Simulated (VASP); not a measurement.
# AlC18 in VASP: notebook

The runs below take AlC18 through single point, with PBE+D3(BJ).

Program: VASP 6.6.1. These are calculated values, not measurements. Logs are shortened: lines on timing, memory, paths and dates and some standing lists are left out, and cuts for length are marked.

### Step 1. The cell of the first run

The cell holds a slab with vacuum, 19 atoms: a = 7.398 Å, b = 7.398 Å, c = 11.000 Å, α = 90.00°, β = 90.00°, γ = 120.00°.

### Step 2. Single point, PBE+D3(BJ), collinear spin, zero start

Contents of INCAR:

```
PREC = Accurate ; ENCUT = 520
EDIFF = 1E-7 ; ISMEAR = 0
SIGMA = 0.05 ; LREAL = Auto
LASPH = T ; NELM = 150
ALGO = Normal ; ISIF = 2
LWAVE = F ; LCHARG = T
ISPIN = 2 ; MAGMOM = 0 0 0 0 0 0 0 0 0 0 0 0 0 0 0 0 0 0 0
LORBIT = 11 ; GGA = PE
IVDW = 12 ; LELF = T
LVHAR = T ; NBANDS = 56
```

Contents of KPOINTS:

```
regular mesh
0
Gamma
  2 2 1
```

Contents of POSCAR:

```
AlC18
1.0
    7.3980000000      0.0000000000      0.0000000000
   -3.6990000000      6.4068560000      0.0000000000
    0.0000000000      0.0000000000     11.0000000000
C Al
18 1
Direct
   -0.0044192072     -0.0077946188      0.0893192727
    0.2177961761      0.1034271724      0.0887025455
   -0.0030726524      0.3262291208      0.0898420909
    0.2186092252      0.4378759254      0.0899206364
   -0.0031016308      0.6595209881      0.0897215455
    0.2185063880      0.7693609783      0.0893776364
    0.3298446835     -0.0084993326      0.0887904545
    0.5534994053      0.1036622331      0.0897669091
    0.3299565294      0.3272277385      0.0896614545
    0.5533290220      0.4385853217      0.0904744545
    0.3302700539      0.6595325383      0.0897878182
    0.5525018712      0.7706566216      0.0898667273
    0.6640982598     -0.0076155918      0.0899882727
    0.8858074386      0.1040079565      0.0897671818
    0.6648511670      0.3269291521      0.0905183636
    0.8866174861      0.4377207791      0.0903642727
    0.6640054481      0.6603839699      0.0903579091
    0.8857899754      0.7706180691      0.0897288182
    0.3928963636      0.1746170040      0.2883619091
```

Potentials or basis: VASP PAW PBE potentials, release 64 (C, Al).

Command:

```
cat potpaw_PBE.64/C/POTCAR potpaw_PBE.64/Al/POTCAR > POTCAR
mpirun -np 1 vasp_std > vasp.out
```

OUTCAR:

```text
PREC = Accurate
   ENCUT = 520
   EDIFF = 1E-7
   ISMEAR = 0
   LREAL = Auto
   LASPH = T
   NELM = 150
   ISIF = 2
   ISPIN = 2
   LORBIT = 11
   GGA = PE
   IVDW = 12
 IVDW          = 12

 ion  position               nearest neighbor table
   1  0.996  0.992  0.089-  14 1.42  18 1.42   2 1.42
   2  0.218  0.103  0.089-   1 1.42   9 1.43   7 1.43  19 2.47
   3  0.997  0.326  0.090-   4 1.42  16 1.42  14 1.42
   4  0.219  0.438  0.090-  11 1.42   3 1.42   9 1.42
   5  0.997  0.660  0.090-   6 1.42  16 1.42  18 1.42
   6  0.219  0.769  0.089-  11 1.42   5 1.42   7 1.42
   7  0.330  0.992  0.089-   6 1.42   8 1.43   2 1.43  19 2.50
   8  0.553  0.104  0.090-  13 1.42  15 1.43   7 1.43  19 2.66
   9  0.330  0.327  0.090-   4 1.42  10 1.43   2 1.43  19 2.61
  10  0.553  0.439  0.090-  17 1.42  15 1.43   9 1.43
  11  0.330  0.660  0.090-   6 1.42   4 1.42  12 1.42
  12  0.553  0.771  0.090-  13 1.42  17 1.42  11 1.42
  13  0.664  0.992  0.090-  14 1.42  12 1.42   8 1.42
  14  0.886  0.104  0.090-   1 1.42  13 1.42   3 1.42
  15  0.665  0.327  0.091-  16 1.42  10 1.43   8 1.43
  16  0.887  0.438  0.090-  15 1.42   5 1.42   3 1.42
  17  0.664  0.660  0.090-  12 1.42  18 1.42  10 1.42
  18  0.886  0.771  0.090-   1 1.42  17 1.42   5 1.42
  19  0.393  0.175  0.288-   2 2.47   7 2.50   9 2.61   8 2.66

  LATTYP: Found a hexagonal cell.
 ALAT       =     7.3980000000
 C/A-ratio  =     1.4868883482

  Lattice vectors:

 A1 = (   7.3980000000,   0.0000000000,   0.0000000000)
 A2 = (  -3.6990000000,   6.4068560000,   0.0000000000)
 A3 = (   0.0000000000,   0.0000000000,  11.0000000000)

Analysis of symmetry for initial positions (statically):
=====================================================================
 Subroutine PRICEL returns:
 Original cell was already a primitive cell.

 Routine SETGRP: Setting up the symmetry group for a
 hexagonal supercell.

 Subroutine GETGRP returns: Found  1 space group operations
 (whereof  1 operations were pure point group operations)
 out of a pool of 24 trial point group operations.

The static configuration has the point symmetry C_1 .

Analysis of symmetry for dynamics (positions and initial velocities):
=====================================================================
 Subroutine PRICEL returns:
 Original cell was already a primitive cell.

 Routine SETGRP: Setting up the symmetry group for a
 hexagonal supercell.

 Subroutine GETGRP returns: Found  1 space group operations
 (whereof  1 operations were pure point group operations)
 out of a pool of 24 trial point group operations.

The dynamic configuration has the point symmetry C_1 .

Analysis of structural, dynamic, and magnetic symmetry:
=====================================================================
 Subroutine PRICEL returns:
 Original cell was already a primitive cell.

 Routine SETGRP: Setting up the symmetry group for a
 hexagonal supercell.

 Subroutine GETGRP returns: Found  1 space group operations
 (whereof  1 operations were pure point group operations)
 out of a pool of 24 trial point group operations.

The overall configuration has the point symmetry C_1 .

 Subroutine INISYM returns: Found  1 space group operations
 (whereof  1 operations are pure point group operations),
 and found     1 'primitive' translations

----------------------------------------------------------------------------------------

                                     Primitive cell

  volume of cell :     521.3771

  direct lattice vectors                    reciprocal lattice vectors
     7.398000000  0.000000000  0.000000000     0.135171668  0.078041398  0.000000000
    -3.699000000  6.406856000  0.000000000     0.000000000  0.156082796  0.000000000
     0.000000000  0.000000000 11.000000000     0.000000000  0.000000000  0.090909091

  length of vectors
     7.398000000  7.398000054 11.000000000     0.156082797  0.156082796  0.090909091

  position of ions in fractional coordinates (direct lattice)
     0.995580793  0.992205381  0.089319273
     0.217796176  0.103427172  0.088702545
[... 58 lines left out ...]

 val. band max:       -0.9209831395   @ k =   0.0000   0.0000   0.0000
 cond. band min:       0.4158401855   @ k =   0.5000  -0.0000   0.0000
 fundamental gap:      1.3368233251
 Fermi energy:        -0.6777557251

 spin component 1

 k-point     1 :       0.0000    0.0000    0.0000
  band No.  band energies     occupation
      1     -20.4126      1.00000
      2     -18.0159      1.00000
      3     -17.8712      1.00000
      4     -17.8601      1.00000
      5     -17.6905      1.00000
      6     -17.6833      1.00000
[... 41 lines left out ...]
     48       3.9581      0.00000
     49       4.0939      0.00000
[... 154 lines left out ...]
     48       4.0677      0.00000
     49       4.3534      0.00000
 Fermi energy:        -0.6777557251

 spin component 2

 k-point     1 :       0.0000    0.0000    0.0000
  band No.  band energies     occupation
      1     -20.4126      1.00000
      2     -18.0159      1.00000
      3     -17.8712      1.00000
      4     -17.8601      1.00000
      5     -17.6905      1.00000
      6     -17.6833      1.00000
[... 41 lines left out ...]
     48       3.9581      0.00000
     49       4.0939      0.00000
[... 154 lines left out ...]
     48       4.0677      0.00000
     49       4.3534      0.00000
 [bands above 49 left out]

------------------------ aborting loop because EDIFF is reached ----------------------------------------

 Edisp (eV)   -1.81139

 E8    (eV) :    -0.5856

  FORCE on cell =-STRESS in cart. coord.  units (eV):
  Direction    XX          YY          ZZ          XY          YZ          ZX
  --------------------------------------------------------------------------------------
  -------------------------------------------------------------------------------------
  Total       4.83247     4.84188    -0.29328     0.01459     0.15127     0.12429
  in kB      14.85003    14.87897    -0.90123     0.04482     0.46483     0.38194
  external pressure =        9.61 kB  Pullay stress =        0.00 kB

 VOLUME and BASIS-vectors are now :
 -----------------------------------------------------------------------------
  energy-cutoff  :      520.00
  volume of cell :      521.38
      direct lattice vectors                 reciprocal lattice vectors
     7.398000000  0.000000000  0.000000000     0.135171668  0.078041398  0.000000000
    -3.699000000  6.406856000  0.000000000     0.000000000  0.156082796  0.000000000
     0.000000000  0.000000000 11.000000000     0.000000000  0.000000000  0.090909091

 POSITION                                       TOTAL-FORCE (eV/Angst)
 -----------------------------------------------------------------------------------
      3.69514      6.35692      0.98251         0.002240     -0.004609      0.002227
      1.22868      0.66264      0.97573         0.000709      0.002111      0.010788
      6.16855      2.09010      0.98826         0.003620     -0.002269      0.002610
     -0.00243      2.80541      0.98913         0.002482     -0.007174     -0.000476
      4.93549      4.22546      0.98694        -0.001321     -0.002970     -0.001135
     -1.22936      4.92918      0.98315        -0.004110     -0.006815      0.000966
[... 11 lines left out ...]
      3.70256      4.93724      0.98702        -0.003499     -0.008355      0.002364
      2.26074      1.11875      3.17198         0.059299      0.066839     -0.056460
 -----------------------------------------------------------------------------------
    total drift:                               -0.040129      0.008318     -0.009663

  FREE ENERGIE OF THE ION-ELECTRON SYSTEM (eV)
  ---------------------------------------------------
  free  energy   TOTEN  =      -169.3460401273 eV

  energy  without entropy=     -169.3460401273  energy(sigma->0) =     -169.34604013

 total charge

# of ion       s       p       d       tot
------------------------------------------
    1        0.861   1.800   0.000   2.661
    2        0.860   1.788   0.000   2.648
    3        0.862   1.793   0.000   2.655
    4        0.861   1.801   0.000   2.662
    5        0.862   1.795   0.000   2.656
    6        0.861   1.801   0.000   2.661
[... 11 lines left out ...]
   18        0.862   1.795   0.000   2.657
   19        0.627   0.117   0.000   0.745
--------------------------------------------------
tot         16.124  32.408   0.000  48.532

 magnetization (x)

# of ion       s       p       d       tot
------------------------------------------
    1       -0.000  -0.000   0.000  -0.000
    2        0.000   0.000   0.000   0.000
    3       -0.000  -0.000   0.000  -0.000
    4       -0.000  -0.000   0.000  -0.000
    5       -0.000  -0.000   0.000  -0.000
    6        0.000   0.000   0.000   0.000
[... 11 lines left out ...]
   18        0.000   0.000   0.000   0.000
   19        0.000  -0.000   0.000   0.000
--------------------------------------------------
tot         -0.000  -0.000   0.000  -0.000
```

It took 4.8 min on 1 thread of Intel Xeon 6975P-C (Granite Rapids), shared host; peak memory 0.79 GiB.

Results:

* Free energy: -169.3460 eV
* Largest force: 0.106 eV/Å
* Net moment: 0.00 μB per cell
* Valence electrons inside the program's atomic spheres: C 2.66, 2.65; Al 0.74
* Dispersion energy per atom: -0.095 eV

Forces in eV/Å, atoms in the order of the input:
```
C    0.002 -0.005  0.002
C    0.001  0.002  0.011
C    0.004 -0.002  0.003
C    0.002 -0.007  0.000
C   -0.001 -0.003 -0.001
C   -0.004 -0.007  0.001
C   -0.014  0.011  0.023
C   -0.014  0.001  0.011
C   -0.004  0.000  0.005
C   -0.006 -0.012  0.002
C   -0.006 -0.003 -0.001
C    0.001 -0.007 -0.002
C    0.001 -0.007 -0.003
C    0.000  0.000  0.004
C   -0.009 -0.006  0.006
C   -0.003 -0.006 -0.002
C   -0.006 -0.009 -0.003
C   -0.003 -0.008  0.002
Al   0.059  0.067 -0.056
```

Levels at points of the mesh, in eV from the Fermi level:
Spin up:
```tsv
k point	band 33	band 34	band 35	band 36	band 37	band 38	band 39	band 40	band 41	band 42
(0.00, 0.00, 0.00)	-3.17	-3.17	-2.80	-0.46	-0.45	-0.25	-0.24	1.85	1.93	2.70
(0.50, 0.00, 0.00)	-3.21	-3.08	-2.85	-2.54	-2.52	1.09	1.52	1.62	1.89	2.19
(0.00, 0.50, 0.00)	-3.24	-3.06	-2.85	-2.54	-2.52	1.12	1.48	1.60	1.92	2.19
(0.50, 0.50, 0.00)	-3.30	-3.03	-2.86	-2.54	-2.52	1.21	1.44	1.48	2.00	2.17
```
Spin down:
| k point | band 35 | band 36 | band 37 | band 38 | band 39 | band 40 |
| --- | --- | --- | --- | --- | --- | --- |
| (0.00, 0.00, 0.00) | -2.80 | -0.46 | -0.45 | -0.25 | -0.24 | 1.85 |
| (0.50, 0.00, 0.00) | -2.85 | -2.54 | -2.52 | 1.09 | 1.52 | 1.62 |
| (0.00, 0.50, 0.00) | -2.85 | -2.54 | -2.52 | 1.12 | 1.48 | 1.60 |
| (0.50, 0.50, 0.00) | -2.86 | -2.54 | -2.52 | 1.21 | 1.44 | 1.48 |

Caveat: the k points lie up to 0.49 Å⁻¹ apart.

### Step 3. Single point, PBE+D3(BJ), collinear spin, zero start

Contents of INCAR:

```
SYSTEM = AlC18
ALGO = Normal
EDIFF = 1E-6
ENCUT = 520
GGA = PE
ISIF = 2
ISMEAR = 0
ISPIN = 2
IVDW = 12
LASPH = .TRUE.
LCHARG = .FALSE.
LORBIT = 11
LREAL = Auto
LWAVE = .FALSE.
MAGMOM = 0 0 0 0 0 0 0 0 0 0 0 0 0 0 0 0 0 0 0
NBANDS = 56
NELM = 150
PREC = Accurate
SIGMA = 0.05
```

Contents of KPOINTS:

```
k-points
0
G
  2 2 1
  0 0 0
```

Contents of POSCAR:

```
AlC18
1.0
    7.3980000000      0.0000000000      0.0000000000
   -3.6990000000      6.4068560000      0.0000000000
    0.0000000000      0.0000000000     11.0000000000
C Al
18 1
Direct
   -0.0036381009     -0.0066108868      0.0888886364
    0.2189230273      0.1050090715      0.0876451818
   -0.0021040776      0.3275417771      0.0898664545
    0.2196671643      0.4391050774      0.0900204545
   -0.0022260358      0.6606866145      0.0895713636
    0.2193982808      0.7704399787      0.0890168182
    0.3310799862     -0.0070519768      0.0879268182
    0.5547061621      0.1053382501      0.0898613636
    0.3313246772      0.3287523553      0.0896211818
    0.5542702684      0.4396373198      0.0907891818
    0.3312797210      0.6607473307      0.0898756364
    0.5535226516      0.7719222970      0.0899360000
    0.6650347283     -0.0062828008      0.0901348182
    0.8867112269      0.1053129647      0.0898240000
    0.6656169125      0.3282165230      0.0908113636
    0.8873584183      0.4388425462      0.0904889091
    0.6648197099      0.6613907040      0.0905213636
    0.8866587946      0.7717652777      0.0895930909
    0.3535819119      0.1344657973      0.2878800909
```

Potentials or basis: VASP PAW PBE potentials, release 64 (C, Al).

Command:

```
cat potpaw_PBE.64/C/POTCAR potpaw_PBE.64/Al/POTCAR > POTCAR
mpirun -np 1 vasp_std > vasp.out
```

Run time: 4.7 min. Hardware: 1 thread of Intel Xeon 6975P-C (Granite Rapids), shared host; peak memory 0.8 GiB.

Results (log left out):

| Item | Value |
| --- | --- |
| Free energy | -169.3089 eV |
| Largest force | 0.144 eV/Å |
| Net moment | 0.00 μB per cell |
| Valence electrons inside the program's atomic spheres | C 2.66, 2.65; Al 0.75 |
| Dispersion energy per atom | -0.096 eV |

Forces in eV/Å, atoms in the order of the input:
```
C    0.004  0.004 -0.004
C   -0.012 -0.006 -0.003
C    0.003  0.002 -0.001
C    0.000 -0.001 -0.006
C   -0.008 -0.009 -0.001
C   -0.005 -0.004  0.000
C   -0.006 -0.016  0.008
C   -0.007 -0.010 -0.002
C   -0.013 -0.006  0.002
C   -0.013 -0.008  0.001
C   -0.008 -0.010 -0.002
C   -0.005 -0.009  0.000
C   -0.003 -0.005 -0.001
C    0.000 -0.003  0.001
C    0.003 -0.009  0.006
C   -0.005 -0.007  0.002
C   -0.002 -0.011  0.000
C   -0.008 -0.009 -0.002
Al   0.085  0.117  0.001
```

Levels at points of the mesh, in eV from the Fermi level:
Spin up:
```tsv
k point	band 34	band 35	band 36	band 37	band 38	band 39	band 40	band 41
(0.00, 0.00, 0.00)	-3.18	-2.81	-0.50	-0.48	-0.25	-0.23	1.68	1.90
(0.50, 0.00, 0.00)	-3.03	-2.86	-2.56	-2.55	0.92	1.38	1.74	1.91
(0.00, 0.50, 0.00)	-3.02	-2.87	-2.56	-2.55	0.94	1.36	1.72	1.93
(0.50, 0.50, 0.00)	-2.95	-2.92	-2.56	-2.55	1.17	1.31	1.37	2.14
```
Spin down:
| k point | band 33 | band 34 | band 35 | band 36 | band 37 | band 38 | band 39 | band 40 | band 41 | band 42 |
| --- | --- | --- | --- | --- | --- | --- | --- | --- | --- | --- |
| (0.00, 0.00, 0.00) | -3.19 | -3.18 | -2.81 | -0.50 | -0.48 | -0.25 | -0.23 | 1.68 | 1.90 | 2.80 |
| (0.50, 0.00, 0.00) | -3.17 | -3.03 | -2.86 | -2.56 | -2.55 | 0.92 | 1.38 | 1.74 | 1.91 | 2.26 |
| (0.00, 0.50, 0.00) | -3.19 | -3.02 | -2.87 | -2.56 | -2.55 | 0.94 | 1.36 | 1.72 | 1.93 | 2.26 |
| (0.50, 0.50, 0.00) | -3.29 | -2.95 | -2.92 | -2.56 | -2.55 | 1.17 | 1.31 | 1.37 | 2.14 | 2.19 |

Caveat: the k points lie up to 0.49 Å⁻¹ apart.

### Step 4. Single point, PBE+D3(BJ), collinear spin, zero start

Contents of INCAR:

```
PREC = Accurate ; ENCUT = 520
EDIFF = 1E-7 ; ISMEAR = 0
SIGMA = 0.05 ; LREAL = Auto
LASPH = True ; NELM = 150
ALGO = Normal ; ISIF = 2
LWAVE = False ; LCHARG = False
ISPIN = 2 ; MAGMOM = 0 0 0 0 0 0 0 0 0 0 0 0 0 0 0 0 0 0 0
LORBIT = 11 ; GGA = PE
IVDW = 12 ; NBANDS = 56
```

Contents of KPOINTS:

```
Automatic mesh
0
Gamma
  2 2 1
```

Contents of POSCAR:

```
AlC18
1.0
    7.3980000000      0.0000000000      0.0000000000
   -3.6990000000      6.4068560000      0.0000000000
    0.0000000000      0.0000000000     11.0000000000
C Al
18 1
Direct
   -0.0026791986     -0.0054032742      0.0888076364
    0.2202441361      0.1065639683      0.0868322727
   -0.0010884846      0.3287824793      0.0898560000
    0.2208255447      0.4402455744      0.0901110000
   -0.0013415007      0.6617203508      0.0895200909
    0.2204343028      0.7715750128      0.0890216364
    0.3324375214     -0.0055596692      0.0873572727
    0.5558951235      0.1069029802      0.0898149091
    0.3327145265      0.3301257278      0.0895265455
    0.5552344098      0.4406164272      0.0904871818
    0.3323799003      0.6618614497      0.0900433636
    0.5545824823      0.7731211689      0.0899981818
    0.6659873673     -0.0049447030      0.0902587273
    0.8876242467      0.1065993991      0.0899410000
    0.6664297090      0.3293517132      0.0904711818
    0.8881835574      0.4398804968      0.0903502727
    0.6656855233      0.6623810493      0.0904243636
    0.8875230692      0.7727982336      0.0895467273
    0.3131127340      0.0953928105      0.2878590000
```

Command:

```
cat potpaw_PBE.64/C/POTCAR potpaw_PBE.64/Al/POTCAR > POTCAR
mpirun -np 1 vasp_std > vasp.out
```

Wall time 4.5 min (1 thread of Intel Xeon 6975P-C (Granite Rapids), shared host); peak memory 0.78 GiB.

Results (log left out):

| Item | Value |
| --- | --- |
| Free energy | -169.2689 eV |
| Largest force | 0.107 eV/Å |
| Net moment | 0.00 μB per cell |
| Valence electrons inside the program's atomic spheres | C 2.65, 2.66; Al 0.75 |
| Dispersion energy per atom | -0.097 eV |

Forces in eV/Å, atoms in the order of the input:
```
C    0.004  0.003 -0.003
C   -0.009  0.000  0.002
C    0.000  0.003 -0.002
C    0.004 -0.005  0.000
C   -0.009 -0.005  0.002
C   -0.010 -0.001 -0.004
C    0.007 -0.016  0.000
C   -0.005 -0.006 -0.002
C   -0.014 -0.005 -0.001
C   -0.008 -0.008  0.002
C   -0.012 -0.014 -0.003
C   -0.004 -0.012  0.001
C    0.002 -0.002  0.002
C    0.001 -0.003  0.000
C    0.002 -0.001  0.003
C   -0.004  0.001  0.001
C   -0.004 -0.010  0.002
C   -0.008 -0.004 -0.002
Al   0.066  0.085  0.001
```

Levels at points of the mesh, in eV from the Fermi level:
Spin up:
| k point | band 33 | band 34 | band 35 | band 36 | band 37 | band 38 | band 39 | band 40 | band 41 | band 42 |
| --- | --- | --- | --- | --- | --- | --- | --- | --- | --- | --- |
| (0.00, 0.00, 0.00) | -3.20 | -3.19 | -2.84 | -0.53 | -0.48 | -0.25 | -0.23 | 1.53 | 1.84 | 2.85 |
| (0.50, 0.00, 0.00) | -3.17 | -2.97 | -2.88 | -2.60 | -2.56 | 0.78 | 1.27 | 1.82 | 1.91 | 2.30 |
| (0.00, 0.50, 0.00) | -3.18 | -2.96 | -2.89 | -2.60 | -2.56 | 0.80 | 1.25 | 1.80 | 1.93 | 2.30 |
| (0.50, 0.50, 0.00) | -3.26 | -2.97 | -2.87 | -2.61 | -2.56 | 1.13 | 1.20 | 1.28 | 2.19 | 2.21 |
Spin down:
```tsv
k point	band 35	band 36	band 37	band 38	band 39	band 40
(0.00, 0.00, 0.00)	-2.84	-0.53	-0.48	-0.25	-0.23	1.53
(0.50, 0.00, 0.00)	-2.88	-2.60	-2.56	0.78	1.27	1.82
(0.00, 0.50, 0.00)	-2.89	-2.60	-2.56	0.80	1.25	1.80
(0.50, 0.50, 0.00)	-2.87	-2.61	-2.56	1.13	1.20	1.28
```

Caveat: the k points lie up to 0.49 Å⁻¹ apart.
